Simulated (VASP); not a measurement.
NiO, 2 atoms in the cell. It takes space group Fm-3m (No. 225, cubic). Conventional cell: a = 4.172 Å, b = 4.172 Å, c = 4.172 Å, α = 90.00°, β = 90.00°, γ = 90.00°. Within 2.8 Å of Ni (site symmetry m-3m) lie 6 O at 2.09 Å. Within 2.8 Å of O (site symmetry m-3m) lie 6 Ni at 2.09 Å. 

```yaml
Program: VASP 6.6.1
Task: relaxation of cell and atoms
Functional: r2SCAN
Potentials_or_basis: VASP PAW PBE potentials, release 64 (Ni, O)
Cutoff: 600 eV
k_mesh: 11 × 11 × 11
Occupations: fermi-dirac, width 0.05 eV
Spin: collinear spin, ferromagnetic start
Starting_moments: "[1.0, 0.0] μB"
Hubbard_terms: Ni d U = 6.0 eV
Dipole_correction: no
Further_INCAR_settings: ALGO = Normal; EDIFF = 1e-06; IBRION = 2; EDIFFG = -0.01; NSW = 60; ISIF = 3
```

Potentials or basis: VASP PAW PBE potentials, release 64 (Ni, O).

The run is started by

```sh
$ cat potpaw_PBE.64/Ni/POTCAR potpaw_PBE.64/O/POTCAR > POTCAR
$ cp INCAR.step1 INCAR
$ mpirun -np 1 vasp_std > vasp.out
$ cp INCAR.step2 INCAR
$ mpirun -np 1 vasp_std > vasp.out
```

Hardware: 1 thread of Intel Xeon 8259CL (shared host).

**Question.** Estimate the wall time of this run.

**Answer.** Run time: 4.3 min on 1 thread of Intel Xeon 8259CL, with other jobs on the host, peak memory 0.18 GiB. Counts: k points 56, ion steps 3.
